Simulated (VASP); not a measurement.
# PbF2 (R-3m) in VASP: a series of runs, part 3 of 3

VASP 6.6.1. Earlier steps stand in the parts before.

### 6 Single point, PBE (17.29 Å³/atom)

This run uses another cell than the first one, of 17.29 Å³/atom.

File INCAR:

```
PREC = Accurate
ENCUT = 520
EDIFF = 1E-7
ISMEAR = 0
SIGMA = 0.05
LREAL = F
LASPH = T
NELM = 60
ALGO = Normal
ISIF = 2
LWAVE = F
LCHARG = T
GGA = PE
LELF = T
LVHAR = T
NBANDS = 21
```

File KPOINTS:

```
Automatic mesh
0
Gamma
  10 10 10
```

File POSCAR:

```
PbF2
1.0
    2.0924173754      1.2080577349      3.4191807670
   -2.0924173754      1.2080577349      3.4191807670
    0.0000000000     -2.4161154699      3.4191807670
Pb F
1 2
Direct
    0.0000000000      0.0000000000      0.0000000000
    0.2499510902      0.2499510902      0.2499510902
    0.7500489098      0.7500489098      0.7500489098
```

Potentials or basis: VASP PAW PBE potentials, release 64 (Pb_d, F).

Launch:

```bash
$ cat potpaw_PBE.64/Pb_d/POTCAR potpaw_PBE.64/F/POTCAR > POTCAR
$ mpirun -np 1 vasp_std > vasp.out
```

OUTCAR:

```text
PREC = Accurate
   ENCUT = 520
   EDIFF = 1E-7
   ISMEAR = 0
   LREAL = F
   LASPH = T
   NELM = 60
   ISIF = 2
   GGA = PE

 ion  position               nearest neighbor table
   1  0.000  0.000  0.000-   3 2.56   2 2.56   3 2.56   3 2.56   2 2.56   2 2.56   3 2.56   2 2.56

   2  0.250  0.250  0.250-   1 2.56   1 2.56   1 2.56   1 2.56
   3  0.750  0.750  0.750-   1 2.56   1 2.56   1 2.56   1 2.56

  LATTYP: Found a trigonal (rhomboedric) cell.
 ALAT       =     4.1866945292
 COS(alpha) =     0.5004441130

  Lattice vectors:

 A1 = (   2.0924173754,   1.2080577349,   3.4191807670)
 A2 = (  -2.0924173754,   1.2080577349,   3.4191807670)
 A3 = (   0.0000000000,  -2.4161154699,   3.4191807670)

Analysis of symmetry for initial positions (statically):
=====================================================================
 Subroutine PRICEL returns:
 Original cell was already a primitive cell.

 Routine SETGRP: Setting up the symmetry group for a
 trigonal (rhombohedral) supercell.

 Subroutine GETGRP returns: Found 12 space group operations
 (whereof 12 operations were pure point group operations)
 out of a pool of 12 trial point group operations.

The static configuration has the point symmetry D_3d.

Analysis of symmetry for dynamics (positions and initial velocities):
=====================================================================
 Subroutine PRICEL returns:
 Original cell was already a primitive cell.

 Routine SETGRP: Setting up the symmetry group for a
 trigonal (rhombohedral) supercell.

 Subroutine GETGRP returns: Found 12 space group operations
 (whereof 12 operations were pure point group operations)
 out of a pool of 12 trial point group operations.

The dynamic configuration has the point symmetry D_3d.

 Subroutine INISYM returns: Found 12 space group operations
 (whereof 12 operations are pure point group operations),
[... 107 lines left out ...]
   TEBEG  =    0.0;   TEEND  =   0.0 temperature during run
   PSTRESS=    0.0 pullay stress
   NELECT =      28.0000    total number of electrons
   NUPDOWN=      -1.0000    fix difference up-down
   EMIN   =  10.00;   EMAX   =-10.00  energy-range for DOS
   EFERMI =   0.00;   METHOD = LEGACY
   ISMEAR =     0;   SIGMA  =   0.05  broadening in eV -4-tet -1-fermi 0-gaus
   EFERMI_NEDOS =   21; number of points for ismear=-14 and -15
   IALGO  =     38    algorithm
   IMIX   =      4    mixing-type and parameters
     AMIX     =   0.40;   BMIX     =  1.00
     AMIX_MAG =   1.60;   BMIX_MAG =  1.00
  volume/ion in A,a.u.               =      17.29       116.65
  Fermi-wavevector in a.u.,A,eV,Ry     =   1.333085  2.519165 24.179114  1.777115
  Thomas-Fermi vector in A             =   2.461970
   LORBIT       =      0    0 simple, 1 ext, 2 COOP (PROOUT), +10 PAW based schemes
   GGA     = PE    functional components
   LHFCALC =     F    Hartree Fock is set to
   AEXX    =    0.0000 exact exchange contribution
   IVDW    =     0    specifies the selected vdW correction
   LEPSILON=     F    determine dielectric tensor
   LRPA    =     F    only Hartree local field effects (RPA)
 non-spin polarized calculation
 Gauss-broadening in eV      SIGMA  =   0.05
  energy-cutoff  :      520.00
  volume of cell :       51.86
 maximum number of plane-waves:      1411
   NGX = 15   NGY = 15   NGZ = 15

 number of electron      28.0000003 magnetization

 Free energy of the ion-electron system (eV)
  ---------------------------------------------------
  ext. energy  EPLUGINS =         0.00000000
  ---------------------------------------------------
  free energy    TOTEN  =       -14.33028426 eV

  energy without entropy =      -14.33028426  energy(sigma->0) =      -14.33028426

 E-fermi :   2.1421     XC(G=0):  -9.4259

 val. band max:        1.9282365066   @ k =  -0.2000   0.5000   0.2000
 cond. band min:       6.3534843826   @ k =   0.5000   0.5000   0.0000
 fundamental gap:      4.4252478759
 Fermi energy:         2.1420616199

 k-point     1 :       0.0000    0.0000    0.0000
  band No.  band energies     occupation
      1     -19.1924      2.00000
      2     -18.5645      2.00000
      3     -12.5041      2.00000
      4     -12.5041      2.00000
      5     -12.5041      2.00000
      6     -12.4457      2.00000
[... 565 lines left out ...]
     20      17.8072      0.00000
     21      19.0949      0.00000

 [... further k-points ...]
[... 5 lines left out ...]
  --------------------------------------------------------------------------------------
  -------------------------------------------------------------------------------------
  Total        0.9076594      0.9076594      0.8982706      0.0000000     -0.0000000     -0.0000000
  in kB       28.0429803     28.0429803     27.7529062      0.0000000     -0.0000000     -0.0000000
  external PRESSURE =      27.9462889 kB  Pullay stress =       0.0000000 kB

 VOLUME and BASIS-vectors are now :
 -----------------------------------------------------------------------------
  energy-cutoff  :      520.00
  volume of cell :       51.86
      direct lattice vectors                 reciprocal lattice vectors
     2.092417375  1.208057735  3.419180767     0.238958062  0.137962501  0.097489240
    -2.092417375  1.208057735  3.419180767    -0.238958062  0.137962501  0.097489240
     0.000000000 -2.416115470  3.419180767     0.000000000 -0.275925002  0.097489240

 POSITION                                       TOTAL-FORCE (eV/Angst)
 -----------------------------------------------------------------------------------
      0.00000      0.00000      0.00000         0.000000     -0.000000      0.000000
      0.00000     -0.00000      2.56388         0.000000      0.000000     -0.000118
      0.00000     -0.00000      7.69366         0.000000     -0.000000      0.000118
 -----------------------------------------------------------------------------------
    total drift:                               -0.000000     -0.000000      0.000000

  FREE ENERGIE OF THE ION-ELECTRON SYSTEM (eV)
  ---------------------------------------------------
  free  energy   TOTEN  =       -14.3302842569 eV

  energy  without entropy=      -14.3302842569  energy(sigma->0) =      -14.33028426
```

OSZICAR:

```text
N       E                     dE             d eps       ncg     rms          rms(c)
DAV:   1     0.299939062462E+03    0.29994E+03   -0.14726E+04  4903   0.152E+03
DAV:   2     0.116310662936E+02   -0.28831E+03   -0.27123E+03  5152   0.426E+02
DAV:   3    -0.154530768259E+02   -0.27084E+02   -0.26746E+02  5794   0.139E+02
DAV:   4    -0.162306941220E+02   -0.77762E+00   -0.77708E+00  5554   0.248E+01
DAV:   5    -0.162570558697E+02   -0.26362E-01   -0.26359E-01  6269   0.475E+00    0.800E+00
DAV:   6    -0.143347028721E+02    0.19224E+01   -0.86672E+00  6555   0.232E+01    0.264E+00
DAV:   7    -0.143347885225E+02   -0.85650E-04   -0.45119E-01  5192   0.406E+00    0.156E+00
DAV:   8    -0.143326757095E+02    0.21128E-02   -0.10244E-01  5202   0.353E+00    0.553E-01
DAV:   9    -0.143291409929E+02    0.35347E-02   -0.19801E-02  6537   0.107E+00    0.102E-01
DAV:  10    -0.143302847014E+02   -0.11437E-02   -0.15161E-03  5082   0.322E-01    0.326E-02
DAV:  11    -0.143302749454E+02    0.97560E-05   -0.12091E-04  5659   0.928E-02    0.912E-03
DAV:  12    -0.143302852954E+02   -0.10350E-04   -0.22825E-05  5232   0.360E-02    0.786E-03
DAV:  13    -0.143302842162E+02    0.10793E-05   -0.66002E-06  6996   0.238E-02    0.843E-04
DAV:  14    -0.143302842569E+02   -0.40759E-07   -0.34299E-07  5374   0.468E-03
   1 F= -.14330284E+02 E0= -.14330284E+02  d E =-.126765E-10
```

It took 2.7 min on 1 thread of Oxide Virtual Turin-like, shared host; peak memory 0.22 GiB.

What came out:

| Property | Result |
| --- | --- |
| Free energy | -14.3303 eV |
| Pressure | 2.8 GPa |
| Band gap on the k mesh | 4.43 eV (least direct gap 4.56 eV) |

Levels at points of the mesh, in eV from the valence-band top:
| k point | band 11 | band 12 | band 13 | band 14 | band 15 | band 16 | band 17 | band 18 |
| --- | --- | --- | --- | --- | --- | --- | --- | --- |
| (0.00, 0.00, 0.00) | -2.49 | -1.99 | -1.99 | -1.99 | 6.78 | 6.79 | 6.79 | 10.66 |
| (0.50, 0.00, 0.00) | -2.70 | -2.16 | -2.16 | -0.02 | 5.04 | 7.69 | 7.69 | 13.24 |
| (0.50, 0.50, 0.00) | -1.57 | -1.57 | -1.57 | -0.14 | 4.43 | 7.92 | 7.93 | 8.96 |
| (0.50, 0.50, 0.50) | -2.70 | -2.16 | -2.16 | -0.02 | 5.03 | 7.69 | 7.69 | 13.24 |

Caveat: spin-orbit coupling is left out, which moves the levels of the heavy elements. A k mesh can miss the band edges.

### 7 Overview

| task | cell | cutoff (eV) | gap on the mesh (eV) | pressure (GPa) |
| --- | --- | --- | --- | --- |
| relaxation of cell and atoms | relaxed from a = 4.244 Å, angles 60.0°, 3 atoms | 600 | 4.43 | 0.0 |
| relaxation of shape and atoms at fixed volume | relaxed from a = 4.272 Å, angles 60.0°, 3 atoms | 600 | 4.41 | -1.5 |
| relaxation of shape and atoms at fixed volume | relaxed from a = 4.300 Å, angles 60.0°, 3 atoms | 600 | 4.40 | -2.6 |
| single point | a = 4.165 Å, angles 60.0°, 3 atoms | 520 | 4.42 | 4.1 |
| single point | a = 4.187 Å, angles 60.0°, 3 atoms | 520 | 4.43 | 2.8 |

Alike in all rows: level PBE; potentials or basis VASP PAW PBE potentials, release 64 (Pb_d, F); no spin polarisation; k mesh 10 × 10 × 10; smearing gaussian 0.05 eV.

Caveats: spin-orbit coupling is left out, which moves the levels of the heavy elements; the cell stands under pressure (at least some runs).

Total energies depend on the potentials used, so only differences within one code and one set of settings carry meaning.
